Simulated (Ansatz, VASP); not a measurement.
# SnO in VASP and in Ansatz

```xyz
4
Lattice="3.8076 0.0000 0.0000 0.0000 3.8076 0.0000 0.0000 0.0000 4.9360" Properties=species:S:1:pos:R:3 pbc="T T T"
Sn    1.9038    0.0000    3.6156
Sn    0.0000    1.9038    1.3204
O     1.9038    1.9038    2.4680
O     0.0000    0.0000    2.4680
```

Alike in both runs: functional r2SCAN; k mesh 10 × 10 × 8; occupations gaussian, width 0.02 eV; no spin polarisation.

Ansatz relaxed the structure, and its values are those at the end. VASP's run is a single point on that final structure, the one shown.

|  | VASP | Ansatz |
| --- | --- | --- |
| version | VASP 6.6.1 | Ansatz 0.2.0 |
| potentials or method | VASP PAW PBE potentials, release 64 (Sn_d, O), cutoff 520 eV | scalar-relativistic, plane waves, PAW |
| valence electrons in the cell | 40 | 40 |

```tsv
	VASP	Ansatz	Ansatz less VASP
gap on the k mesh at the Fermi level (eV)	0.37	0.36	-0.007
least direct gap on the mesh (eV)	2.33	2.37	+0.041
pressure (GPa)	0.6	0.0	-0.57
rms of the force components (eV/Å)	0.055	0.004	-0.0514
```

VASP's potentials were made for PBE, not for r2SCAN.
